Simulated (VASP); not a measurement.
Input of a VASP 6.6.1 run:

INCAR

```
SYSTEM = B
PREC     = Accurate       ! precision mode
ENCUT    = 600            ! plane-wave cutoff, eV
EDIFF    = 1E-6           ! SCF threshold, eV
ISMEAR   = 0              ! smearing method
SIGMA    = 0.1            ! smearing width, eV
LREAL    = .FALSE.        ! projectors in reciprocal space
LASPH    = .TRUE.         ! aspherical terms in the spheres
NELM     = 60             ! most SCF steps
ALGO     = Normal         ! electronic algorithm
ISIF     = 3              ! what is computed and relaxed
LWAVE    = .FALSE.        ! write WAVECAR
LCHARG   = .FALSE.        ! write CHGCAR
GGA      = PE             ! functional
IBRION   = 2              ! ionic algorithm
NSW      = 90             ! ionic steps
EDIFFG   = -0.04          ! ionic threshold
```

The input KPOINTS:

```
regular mesh
0
G
  8 6 6
  0 0 0
```

Contents of POSCAR:

```
B
1.0
    2.4698850000      0.0000000000      0.0000000000
    0.0000000000      2.8746747900      0.0000000000
    0.0000000000      0.0000000000      3.2925882600
B
3
Direct
    0.5000000000      0.5000000000      0.2227449900
    0.5000000000      0.5000000000      0.7772550100
    0.0000000000      0.0000000000      0.5000000000
```

Potentials or basis: VASP PAW PBE potentials, release 64 (B).

Launch:

```console
$ cat potpaw_PBE.64/B/POTCAR > POTCAR
$ mpirun -np 1 vasp_std > vasp.out
```

Task: Estimate the relaxed cell.

Result: a = 2.102 Å, b = 2.691 Å, c = 3.552 Å, α = 90.00°, β = 90.00°, γ = 90.00°.

Task: Estimate the relaxed volume.

Result: 6.70 Å³/atom.

Final structure:
```cif
data_structure
_symmetry_space_group_name_H-M 'P 1'
_symmetry_Int_Tables_number 1
_cell_length_a 2.1019
_cell_length_b 2.6915
_cell_length_c 3.5516
_cell_angle_alpha 90.000
_cell_angle_beta 90.000
_cell_angle_gamma 90.000
_cell_volume 20.09
loop_
_atom_site_label
_atom_site_type_symbol
_atom_site_fract_x
_atom_site_fract_y
_atom_site_fract_z
_atom_site_occupancy
B1 B 0.50000 0.50000 0.23891 1
B2 B 0.50000 0.50000 0.76109 1
B3 B 0.00000 0.00000 0.50000 1
```

Caveat: the k points lie up to 0.39 Å⁻¹ apart in the final cell.
